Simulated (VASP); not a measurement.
Wanted: the native input for a VASP 6.6.1 run.

| Item | Value |
| --- | --- |
| Task | single point |
| Functional | PBEsol |
| Potentials or basis | VASP PAW PBE potentials, release 64 (Be) |
| Cutoff | 520 eV |
| k mesh | 26 × 26 × 24 |
| Occupations | fermi-dirac, width 0.05 eV |
| Spin | no spin polarisation |
| Dipole correction | no |
| Further INCAR settings | ALGO = Normal; EDIFF = 1e-06; NBANDS = 7 |

The structure of Be lies in POSCAR:

```
Be
1.0
    1.6962770916      0.0000000000      0.0000000000
   -0.8481385458      1.4690190532      0.0000000000
    0.0000000000      0.0000000000      1.5808040241
Be
1
Direct
    0.0000000000      0.0000000000      0.0000000000
```

This isn't the form of Be at room conditions, which is hcp.

These files were run (other wordings do the same):

INCAR

```
ALGO     = Normal         # electronic algorithm
EDIFF    = 1E-6           # SCF threshold, eV
ENCUT    = 520            # plane-wave cutoff, eV
GGA      = PS             # functional
ISIF     = 2              # what is computed and relaxed
ISMEAR   = -1             # smearing method
LASPH    = True           # aspherical terms in the spheres
LCHARG   = False          # write CHGCAR
LREAL    = False          # projectors in reciprocal space
LWAVE    = False          # write WAVECAR
NBANDS   = 7              # bands
NELM     = 60             # most SCF steps
PREC     = Accurate       # precision mode
SIGMA    = 0.05           # smearing width, eV
```

KPOINTS

```
k-points
0
Gamma
  26 26 24
```

Potentials or basis: VASP PAW PBE potentials, release 64 (Be).

Run with:

```console
$ cat potpaw_PBE.64/Be/POTCAR > POTCAR
$ mpirun -np 1 vasp_std > vasp.out
```

It gave:

```
Pressure               : 294.2 GPa
Band gap on the k mesh : zero (bands 1 and 2 overlap by 8.78 eV)
```

Caveat: the cell stands under pressure; the PAW data sets were made with another functional, which shifts forces and pressure a little.

It took 17 s on 1 thread of Intel(R) Xeon(R) Platinum 8559C (Emerald Rapids), with other jobs on the host, peak memory 0.12 GiB.
